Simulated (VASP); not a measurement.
The system is HfO2.

```xyz
3
Lattice="0.0000 2.5292 2.5292 2.5292 0.0000 2.5292 2.5292 2.5292 0.0000" Properties=species:S:1:pos:R:3 pbc="T T T"
Hf    0.0000    0.0000    0.0000
O     1.2646    1.2646    1.2646
O     3.7938    3.7938    3.7938
```

Program: VASP 6.6.1. Alike in all runs: task single point; no spin polarisation; cell as given; k mesh 4 × 4 × 4; smearing gaussian 0.01 eV.

Task: Order these runs on this cell by their pressure, lowest first.
A. level r2SCAN; potentials or basis VASP PAW PBE potentials, release 64 (Hf_pv, O); cutoff (eV) 660
B. level PBE; potentials or basis VASP PAW PBE potentials, release 64 (Hf_pv, O); cutoff (eV) 520
C. level LDA; potentials or basis VASP PAW LDA potentials, release 64 (Hf_pv, O); cutoff (eV) 600

Result: C (-12.3 GPa), A (-4.3 GPa), B (2.1 GPa).

Caveats: all runs use coarse meshes; the PAW data sets were made with another functional, which shifts forces and pressure a little (some runs).
